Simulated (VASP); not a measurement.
Here is a VASP 6.6.1 calculation.

POSCAR

```
AlGaN2
1.0
    2.9502148397      0.0000000000      0.0000000000
    0.0000000000      2.9502148397      0.0000000000
    0.0000000000      0.0000000000      4.6811381259
Al Ga N
1 1 2
Direct
    0.5000000000      0.5000000000      0.5000000000
    0.0000000000      0.0000000000      0.0000000000
    0.5000000000      0.0000000000      0.7403523178
    0.0000000000      0.5000000000      0.2596476822
```

INCAR.step1

```
SYSTEM = AlGaN2
PREC = Accurate
ENCUT = 520
ISMEAR = 0
SIGMA = 0.02
LREAL = .False.
LASPH = .True.
NELM = 100
NBANDS = 21
GGA = PE
ALGO = Normal
EDIFF = 1E-4
LWAVE = .True.
LCHARG = .False.
```

INCAR.step2

```
SYSTEM = AlGaN2
PREC = Accurate
ENCUT = 520
EDIFF = 1E-6
ISMEAR = 0
SIGMA = 0.02
LREAL = .False.
LASPH = .True.
NELM = 100
ALGO = Normal
ISIF = 2
LWAVE = .False.
LCHARG = .False.
METAGGA = R2SCAN
LMIXTAU = .True.
NBANDS = 21
ISTART = 1
```

File KPOINTS:

```
Automatic mesh
0
Gamma
  8 8 6
  0 0 0
```

Potentials or basis: VASP PAW PBE potentials, release 64 (Al, Ga_d, N).

Run with:

```console
$ cat potpaw_PBE.64/Al/POTCAR potpaw_PBE.64/Ga_d/POTCAR potpaw_PBE.64/N/POTCAR > POTCAR
$ cp INCAR.step1 INCAR
$ mpirun -np 1 vasp_std > vasp.out
$ cp INCAR.step2 INCAR
$ mpirun -np 1 vasp_std > vasp.out
```

What does it give for the band gap on the k mesh?

3.47 eV (least direct gap 3.61 eV).

What does it give for the pressure?

15.1 GPa.

What does it give for the largest force?

0.107 eV/Å.

Stress tensor (GPa, compression positive):
```
22.33  0.00  0.00
 0.00 22.33  0.00
 0.00  0.00  0.64
```

Caveat: the cell differs from its parent crystal (biaxial strain in the a-b plane: -6.0 %, then relaxed in part); the cell stands under pressure; the PAW data sets were made with another functional, which shifts forces and pressure a little. A k mesh can miss the band edges.
